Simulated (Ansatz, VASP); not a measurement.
# Cu: VASP beside Ansatz

```
Cu
1.0
    -1.44279    1.44279    1.37608
     1.44279   -1.44279    1.37608
     1.44279    1.44279   -1.37608
Cu
1
Direct
  0.00000 0.00000 0.00000
```

Alike in both runs: task single point; functional r2SCAN; k mesh 24 × 24 × 24; occupations gaussian, width 0.15 eV; no spin polarisation.

|  | VASP | Ansatz |
| --- | --- | --- |
| version | VASP 6.6.1 | Ansatz 0.2.0 |
| potentials or method | VASP PAW PBE potentials, release 64 (Cu), cutoff 520 eV | scalar-relativistic, plane waves, PAW |
| valence electrons in the cell | 11 | 19 |

```csv
,VASP,Ansatz,Ansatz less VASP
gap on the k mesh at the Fermi level (eV),none,none,-
pressure (GPa),0.9,0.3,-0.66
"traceless stress, the component that is largest in VASP (GPa)",-0.06,0.02,+0.077
```

VASP's potentials were made for PBE, not for r2SCAN. A gap of «none» marks a metal or a gap that the smearing closes. The functional is the same, so the differences come from potentials, cutoffs and numerics. VASP's potentials hold 11 valence electrons a cell and Ansatz's 19, so a difference there can come from the potentials and not from the codes.
